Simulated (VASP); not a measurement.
# Si in VASP: notebook

Si is run at these levels: PBE; tasks: single point, relaxation of the atoms.

All numbers are computed with VASP 6.6.1; they aren't measurements. Logs are shortened: lines on timing, memory, paths and dates and some standing lists are left out, and cuts for length are marked.

## (1) The cell of the first run

The cell holds a slab with vacuum, 16 atoms: a = 7.702 Å, b = 6.365 Å, c = 19.753 Å, α = 90.00°, β = 90.00°, γ = 90.00°.

## (2) Single point, PBE

INCAR

```
SYSTEM = Si
PREC = Accurate
ENCUT = 520
EDIFF = 1E-6
ISMEAR = 0
SIGMA = 0.05
LREAL = Auto
LASPH = .True.
NELM = 80
ALGO = Normal
ISIF = 2
LWAVE = .False.
LCHARG = .True.
LDIPOL = .True.
IDIPOL = 3
DIPOL = 0.5 0.5 0.313
GGA = PE
LELF = .True.
LVHAR = .True.
LVACPOTAV = .True.
NBANDS = 46
```

KPOINTS

```
regular mesh
0
Gamma
  4 4 1
  0 0 0
```

POSCAR

```
Si
1.0
    7.7021643869      0.0000000000      0.0000000000
    0.0000000000      6.3646811531      0.0000000000
    0.0000000000      0.0000000000     19.7525435111
Si
16
Direct
    0.0000000000      0.9370679262      0.2025055658
    0.5000000000      0.9370679262      0.2025055658
    0.0000000000      0.5629320738      0.2025055658
    0.5000000000      0.5629320738      0.2025055658
    0.2500000000      0.4370679262      0.2587875160
    0.7500000000      0.4370679262      0.2587875160
    0.2500000000      0.0629320738      0.2587875160
    0.7500000000      0.0629320738      0.2587875160
    0.2500000000      0.9333044689      0.3720589473
    0.7500000000      0.9333044689      0.3720589473
    0.2500000000      0.5666955311      0.3720589473
    0.7500000000      0.5666955311      0.3720589473
    0.0000000000      0.4259907554      0.4177964983
    0.5000000000      0.4259907554      0.4177964983
    0.0000000000      0.0740092446      0.4177964983
    0.5000000000      0.0740092446      0.4177964983
```

Potentials or basis: VASP PAW PBE potentials, release 64 (Si).

Launch:

```sh
$ cat potpaw_PBE.64/Si/POTCAR > POTCAR
$ mpirun -np 1 vasp_std > vasp.out
```

OUTCAR:

```text
SYSTEM = Si
   PREC = Accurate
   ENCUT = 520
   EDIFF = 1E-6
   ISMEAR = 0
   LREAL = Auto
   LASPH = .True.
   NELM = 80
   ISIF = 2
   GGA = PE

 ion  position               nearest neighbor table
   1  0.000  0.937  0.203-   7 2.36   8 2.36   3 2.38
   2  0.500  0.937  0.203-   7 2.36   8 2.36   4 2.38
   3  0.000  0.563  0.203-   5 2.36   6 2.36   1 2.38
   4  0.500  0.563  0.203-   5 2.36   6 2.36   2 2.38
   5  0.250  0.437  0.259-   3 2.36   4 2.36   7 2.38  11 2.38
   6  0.750  0.437  0.259-   3 2.36   4 2.36   8 2.38  12 2.38
   7  0.250  0.063  0.259-   1 2.36   2 2.36   5 2.38   9 2.38
   8  0.750  0.063  0.259-   1 2.36   2 2.36   6 2.38  10 2.38
   9  0.250  0.933  0.372-  15 2.31  16 2.31  11 2.33   7 2.38
  10  0.750  0.933  0.372-  15 2.31  16 2.31  12 2.33   8 2.38
  11  0.250  0.567  0.372-  13 2.31  14 2.31   9 2.33   5 2.38
  12  0.750  0.567  0.372-  13 2.31  14 2.31  10 2.33   6 2.38
  13  0.000  0.426  0.418-  15 2.24  12 2.31  11 2.31
  14  0.500  0.426  0.418-  16 2.24  12 2.31  11 2.31
  15  0.000  0.074  0.418-  13 2.24  10 2.31   9 2.31
  16  0.500  0.074  0.418-  14 2.24  10 2.31   9 2.31
[... 8 lines left out ...]
 A1 = (   0.0000000000,  -6.3646811531,   0.0000000000)
 A2 = (   7.7021643869,   0.0000000000,   0.0000000000)
 A3 = (   0.0000000000,   0.0000000000,  19.7525435111)

Analysis of symmetry for initial positions (statically):
=====================================================================
 Subroutine PRICEL returns following result:

  LATTYP: Found a simple orthorhombic cell.
 ALAT       =     3.8510821934
 B/A-ratio  =     1.6526993799
 C/A-ratio  =     5.1290890505

  Lattice vectors:

 A1 = (   3.8510821934,   0.0000000000,   0.0000000000)
 A2 = (   0.0000000000,   6.3646811531,   0.0000000000)
 A3 = (   0.0000000000,   0.0000000000,  19.7525435111)

   2 primitive cells build up your supercell.

 Routine SETGRP: Setting up the symmetry group for a
 simple orthorhombic supercell.

 Subroutine GETGRP returns: Found  4 space group operations
 (whereof  2 operations were pure point group operations)
 out of a pool of  8 trial point group operations.

The static configuration has the point symmetry C_1h.
 The point group associated with its full space group is C_2v.

Analysis of symmetry for dynamics (positions and initial velocities):
=====================================================================
 Subroutine PRICEL returns following result:

  LATTYP: Found a simple orthorhombic cell.
 ALAT       =     3.8510821934
[... 125 lines left out ...]
   PSTRESS=    0.0 pullay stress
   NELECT =      64.0000    total number of electrons
   NUPDOWN=      -1.0000    fix difference up-down
   EMIN   =  10.00;   EMAX   =-10.00  energy-range for DOS
   EFERMI =   0.00;   METHOD = LEGACY
   ISMEAR =     0;   SIGMA  =   0.05  broadening in eV -4-tet -1-fermi 0-gaus
   EFERMI_NEDOS =   21; number of points for ismear=-14 and -15
   IALGO  =     38    algorithm
   IMIX   =      4    mixing-type and parameters
     AMIX     =   0.40;   BMIX     =  1.00
     AMIX_MAG =   1.60;   BMIX_MAG =  1.00
  volume/ion in A,a.u.               =      60.52       408.40
  Fermi-wavevector in a.u.,A,eV,Ry     =   0.661908  1.250824  5.961006  0.438122
  Thomas-Fermi vector in A             =   1.734813
   LORBIT       =      0    0 simple, 1 ext, 2 COOP (PROOUT), +10 PAW based schemes
   GGA     = PE    functional components
   LHFCALC =     F    Hartree Fock is set to
   AEXX    =    0.0000 exact exchange contribution
   IVDW    =     0    specifies the selected vdW correction
   LEPSILON=     F    determine dielectric tensor
   LRPA    =     F    only Hartree local field effects (RPA)
 non-spin polarized calculation
 Gauss-broadening in eV      SIGMA  =   0.05
  energy-cutoff  :      520.00
  volume of cell :      968.31
 maximum number of plane-waves:     26115
 NGX is ok and might be reduce to    60

 dipolmoment           0.000000      0.000000      0.029354 electrons x Angstroem

 number of electron      63.9999999 magnetization

 dipolmoment           0.000000      0.000000     -0.036958 electrons x Angstroem

 Free energy of the ion-electron system (eV)
  ---------------------------------------------------
  ext. energy  EPLUGINS =         0.00000000
  ---------------------------------------------------
  free energy    TOTEN  =       -78.79167321 eV

  energy without entropy =      -78.78435187  energy(sigma->0) =      -78.78801254

 E-fermi :  -1.2066     XC(G=0):  -3.8960

 val. band max:       -1.2435540010   @ k =   0.0000   0.2500   0.0000
 cond. band min:      -1.1923261221   @ k =   0.0000   0.0000   0.0000
 fundamental gap:      0.0512278789
 Fermi energy:        -1.2065680177

 k-point     1 :       0.0000    0.0000    0.0000
  band No.  band energies     occupation
      1     -12.7390      2.00000
      2     -11.4387      2.00000
      3     -11.0807      2.00000
      4     -10.4284      2.00000
      5     -10.1964      2.00000
      6      -9.5107      2.00000
[... 412 lines left out ...]
     43       2.1519      0.00000
     44       2.1519      0.00000
 [bands above 44 left out]

------------------------ aborting loop because EDIFF is reached ----------------------------------------

  FORCE on cell =-STRESS in cart. coord.  units (eV):
  Direction    XX          YY          ZZ          XY          YZ          ZX
  --------------------------------------------------------------------------------------
  -------------------------------------------------------------------------------------
  Total        2.8270617     -2.2868502     -3.3391912      0.0000000      0.0000000      0.0000000
  in kB        4.6777113     -3.7838668     -5.5250907      0.0000000      0.0000000      0.0000000
  external PRESSURE =      -1.5437487 kB  Pullay stress =       0.0000000 kB

 VOLUME and BASIS-vectors are now :
 -----------------------------------------------------------------------------
  energy-cutoff  :      520.00
  volume of cell :      968.31
      direct lattice vectors                 reciprocal lattice vectors
     7.702164387  0.000000000  0.000000000     0.129833635  0.000000000  0.000000000
     0.000000000  6.364681153  0.000000000     0.000000000  0.157117061  0.000000000
     0.000000000  0.000000000 19.752543511     0.000000000  0.000000000  0.050626391

 POSITION                                       TOTAL-FORCE (eV/Angst)
 -----------------------------------------------------------------------------------
      0.00000      5.96414      4.00000         0.000000     -0.808403      0.659457
      3.85108      5.96414      4.00000        -0.000000     -0.808403      0.659457
      0.00000      3.58288      4.00000         0.000000      0.808403      0.659457
      3.85108      3.58288      4.00000         0.000000      0.808403      0.659457
      1.92554      2.78180      5.11171         0.000000      0.031916     -0.626717
      5.77662      2.78180      5.11171         0.000000      0.031916     -0.626717
[... 8 lines left out ...]
      0.00000      0.47105      8.25254         0.000000      0.087645     -0.026148
      3.85108      0.47105      8.25254         0.000000      0.087645     -0.026148
 -----------------------------------------------------------------------------------
    total drift:                               -0.000000     -0.000000     -0.030329

  FREE ENERGIE OF THE ION-ELECTRON SYSTEM (eV)
  ---------------------------------------------------
  free  energy   TOTEN  =       -78.7916732066 eV

  energy  without entropy=      -78.7843518702  energy(sigma->0) =      -78.78801254

 vacuum level on the upper side and lower side of the slab         3.410         3.546
```

OSZICAR:

```text
N       E                     dE             d eps       ncg     rms          rms(c)
DAV:   1     0.324086886631E+03    0.32409E+03   -0.19539E+04   828   0.989E+02
DAV:   2    -0.445991192987E+02   -0.36869E+03   -0.35310E+03  1162   0.176E+02
DAV:   3    -0.797278621933E+02   -0.35129E+02   -0.34339E+02   964   0.527E+01
DAV:   4    -0.810831955177E+02   -0.13553E+01   -0.13486E+01  1210   0.128E+01
[... 16 lines left out ...]
DAV:  21    -0.787916538677E+02   -0.65801E-04   -0.54498E-06   808   0.428E-03    0.108E-03
DAV:  22    -0.787916672986E+02   -0.13431E-04   -0.91745E-07   776   0.188E-03    0.652E-04
DAV:  23    -0.787916710989E+02   -0.38003E-05   -0.12287E-07   672   0.963E-04    0.219E-04
DAV:  24    -0.787916730633E+02   -0.19644E-05   -0.14227E-07   680   0.699E-04    0.126E-04
DAV:  25    -0.787916732066E+02   -0.14333E-06   -0.20200E-08   576   0.395E-04
   1 F= -.78791673E+02 E0= -.78788013E+02  d E =-.732134E-02
```

stdout:

```text
POSCAR found type information on POSCAR Si
 POSCAR found :  1 types and      16 ions
 scaLAPACK will be used
 LDA part: xc-table for (Slater+PW92), standard interpolation
 POSCAR, INCAR and KPOINTS ok, starting setup
 FFT: planning ... GRIDC
 FFT: planning ... GRID_SOFT
 FFT: planning ... GRID
 WAVECAR not read
 entering main loop
 -----------------------------------------------------------------------------
|                                                                             |
|           W    W    AA    RRRRR   N    N  II  N    N   GGGG   !!!           |
|           W    W   A  A   R    R  NN   N  II  NN   N  G    G  !!!           |
|           W    W  A    A  R    R  N N  N  II  N N  N  G       !!!           |
|           W WW W  AAAAAA  RRRRR   N  N N  II  N  N N  G  GGG   !            |
|           WW  WW  A    A  R   R   N   NN  II  N   NN  G    G                |
|           W    W  A    A  R    R  N    N  II  N    N   GGGG   !!!           |
|                                                                             |
|     Did not find any points to average over, which means that no vacuum     |
|     field-free region was found. Please increase the size of  your cell     |
|     in the dimension of the dipole correction to obtain accurate            |
|     workfunction values.                                                    |
|                                                                             |
 -----------------------------------------------------------------------------
```

Wall time 12 min (1 thread of AMD EPYC 7R13 (Zen 3), shared host); peak memory 0.86 GiB.

Results:

```
Free energy            : -78.7917 eV
Largest force          : 1.043 eV/Å
Band gap on the k mesh : zero (bands 32 and 33 overlap by 0.34 eV)
```

Forces on the atoms (eV/Å):
```
Si   0.000 -0.808  0.659
Si   0.000 -0.808  0.659
Si   0.000  0.808  0.659
Si   0.000  0.808  0.659
Si   0.000  0.032 -0.627
Si   0.000  0.032 -0.627
Si   0.000 -0.032 -0.627
Si   0.000 -0.032 -0.627
Si   0.000 -0.003 -0.007
Si   0.000 -0.003 -0.007
Si   0.000  0.003 -0.007
Si   0.000  0.003 -0.007
Si   0.000 -0.088 -0.026
Si   0.000 -0.088 -0.026
Si   0.000  0.088 -0.026
Si   0.000  0.088 -0.026
```

## (3) Relaxation of the atoms, PBE

This run uses another cell than the first one: it holds 8 atoms, not 16.

INCAR

```
ALGO = Fast
DIPOL = 0.5 0.5 0.500
EDIFF = 1E-6
EDIFFG = -0.03
ENCUT = 520
GGA = PE
IBRION = 2
IDIPOL = 3
ISIF = 2
ISMEAR = 0
LASPH = True
LCHARG = False
LDIPOL = True
LREAL = False
LWAVE = False
NELM = 100
NSW = 70
PREC = Accurate
SIGMA = 0.05
```

KPOINTS

```
k-points
0
Gamma
  8 5 1
```

POSCAR

```
Si
1.0
    3.8510821775      0.0000000000      0.0000000000
    0.0000000000      6.3646812330      0.0000000000
    0.0000000000      0.0000000000     18.4468466637
Si
8
Selective dynamics
Direct
    0.0000000000      0.9370679250      0.3794686500  F F F
    0.0000000000      0.5629320750      0.3794686500  F F F
    0.5000000000      0.4370679250      0.4397343250  F F F
    0.5000000000      0.0629320750      0.4397343250  F F F
    0.5000000000      0.9370679250      0.5602656750  T T T
    0.5000000000      0.5629320750      0.5602656750  T T T
    0.0000000000      0.4370679250      0.6205313500  T T T
    0.0000000000      0.0629320750      0.6205313500  T T T
```

Potentials or basis: VASP PAW PBE potentials, release 64 (Si).

Launch:

```sh
$ cat potpaw_PBE.64/Si/POTCAR > POTCAR
$ mpirun -np 1 vasp_std > vasp.out
```

Run time: 29 min. Hardware: 1 thread of Oxide Virtual Turin-like, shared host; peak memory 0.5 GiB.

The run converged. Its results:

* Free energy: -39.3985 eV
* Energy gained by relaxing: 21.9 meV/atom
* Ionic steps: 12
* Band gap on the k mesh: zero (bands 16 and 17 overlap by 0.37 eV)

The path:
| step | energy change (eV) | largest force on free atoms (eV/Å) | pressure (GPa) |
| --- | --- | --- | --- |
| 1 | 0.0000 | 0.8531 | -0.91 |
| 2 | -0.0914 | 0.5811 | -0.81 |
| 3 | -0.1380 | 0.3510 | -0.62 |
| 4 | -0.1381 | 0.3618 | -0.61 |
| 5 | -0.1479 | 0.2123 | -0.54 |
| 6 | -0.1481 | 0.2526 | -0.53 |
| 7 | -0.1573 | 0.1989 | -0.45 |
| 8 | -0.1714 | 0.2050 | -0.23 |
| 9 | -0.1718 | 0.2421 | -0.19 |
| 10 | -0.1744 | 0.1419 | -0.09 |
| 11 | -0.1753 | 0.0482 | -0.13 |
| 12 | -0.1756 | 0.0227 | -0.13 |

Final structure:
```
Si
1.0
     3.85108    0.00000    0.00000
     0.00000    6.36468    0.00000
     0.00000    0.00000   18.44685
Si
8
Direct
  0.00000 0.93707 0.37947
  0.00000 0.56293 0.37947
  0.50000 0.43707 0.43973
  0.50000 0.06293 0.43973
  0.50000 0.93328 0.56102
  0.50000 0.56672 0.56102
  0.00000 0.42569 0.60991
  0.00000 0.07431 0.60991
```

Levels at points of the mesh, in eV from the Fermi level:
```tsv
k point	band 13	band 14	band 15	band 16	band 17	band 18	band 19	band 20
(0.00, 0.00, 0.00)	-1.11	-0.92	-0.16	-0.01	0.24	1.13	1.63	2.07
(0.50, 0.00, 0.00)	-2.64	-1.64	-1.34	-0.60	-0.09	1.42	2.18	2.55
```
